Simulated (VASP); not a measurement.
Wanted: the native input for a VASP 6.6.1 run.

| Quantity | Value |
| --- | --- |
| Task | single point |
| Functional | PBE |
| Potentials or basis | VASP PAW PBE potentials, release 64 (Pb_d) |
| Cutoff | 520 eV |
| k mesh | 11 × 11 × 3 |
| Occupations | fermi-dirac, width 0.1 eV |
| Spin | no spin polarisation |
| Dipole correction | no |
| Further INCAR settings | ALGO = Normal; EDIFF = 1e-06; NBANDS = 36 |

The structure of Pb lies in POSCAR:

```
Pb
1.0
    3.6205032519      0.0000000000      0.0000000000
   -1.8102516260      3.1354477906      0.0000000000
    0.0000000000      0.0000000000     11.7016632283
Pb
4
Direct
    1.0000000000      1.0000000000      0.0000000000
    1.0000000000      1.0000000000      0.5000000000
    0.3333333333      0.6666666667      0.2500000000
    0.6666666667      0.3333333333      0.7500000000
```

This cell differs from its parent crystal: volume scaled by 1.04.

These files were run (other wordings do the same):

INCAR

```
  PREC = Accurate
  ENCUT = 520
  EDIFF = 1E-6
  ISMEAR = -1
  SIGMA = 0.1
  LREAL = False
  LASPH = True
  NELM = 100
  ALGO = Normal
  ISIF = 2
  LWAVE = False
  LCHARG = False
  GGA = PE
  NBANDS = 36
```

KPOINTS

```
regular mesh
0
Gamma
  11 11 3
```

Potentials or basis: VASP PAW PBE potentials, release 64 (Pb_d).

The run is started by

```bash
$ cat potpaw_PBE.64/Pb_d/POTCAR > POTCAR
$ mpirun -np 1 vasp_std > vasp.out
```

Results of the run:

The pressure is -1.5 GPa. The band gap on the k mesh is zero (band 28 reaches 11.37 eV, above the bottom of band 29 at 5.05 eV).

Caveat: spin-orbit coupling is left out, which moves the levels of the heavy elements.

Wall time 53 s on 1 thread of Intel(R) Xeon(R) 6975P-C (Granite Rapids), on a shared host, peak memory 0.29 GiB.
